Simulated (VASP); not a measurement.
Wanted: the native input for a VASP 6.6.1 run.

```
Task                   : relaxation of cell and atoms
Functional             : LDA
Potentials or basis    : VASP PAW LDA potentials, release 64 (Te)
Cutoff                 : 600 eV
k mesh                 : 10 × 10 × 8
Occupations            : gaussian, width 0.05 eV
Spin                   : no spin polarisation
Dipole correction      : no
Further INCAR settings : ALGO = Normal; EDIFF = 1e-06; IBRION = 2; EDIFFG = -0.01; NSW = 80; ISIF = 3
```

The structure of Te lies in POSCAR:

```
Te
1.0
    4.6986824466      0.0000000000      0.0000000000
   -2.3493412233      4.0691783631      0.0000000000
    0.0000000000      0.0000000000      5.3308124611
Te
3
Direct
    0.2254000000      0.0000000000      0.8333333333
    0.0000000000      0.2254000000      0.1666666667
    0.7746000000      0.7746000000      0.5000000000
```

One way to write it, as run:

INCAR

```
PREC = Accurate
ENCUT = 600
EDIFF = 1E-6
ISMEAR = 0
SIGMA = 0.05
LREAL = F
LASPH = T
NELM = 100
ALGO = Normal
ISIF = 3
LWAVE = F
LCHARG = F
IBRION = 2
NSW = 80
EDIFFG = -0.01
```

KPOINTS

```
Automatic mesh
0
Gamma
  10 10 8
```

Potentials or basis: VASP PAW LDA potentials, release 64 (Te).

The run is started by

```bash
$ cat potpaw_LDA.64/Te/POTCAR > POTCAR
$ mpirun -np 1 vasp_std > vasp.out
```

It gave:

```yaml
Relaxed_volume: 31.35 Å³/atom
Relaxed_cell: a = 4.280 Å, b = 4.280 Å, c = 5.929 Å, α = 90.00°, β = 90.00°, γ = 120.00°
Space_group_after_relaxing_to_0.1_Å: P3_121 (No. 152)
Energy_gained_by_relaxing: 362.9 meV/atom
Ionic_steps: 24
Pressure_after_relaxing: 0.0 GPa
Band_gap_on_the_k_mesh: 0.28 eV (least direct gap 0.40 eV)
```

Caveat: spin-orbit coupling is left out, which moves the levels of the heavy elements.

Wall time 14 min on 1 thread of Intel(R) Xeon(R) 6975P-C (Granite Rapids), on a shared host, peak memory 0.31 GiB.
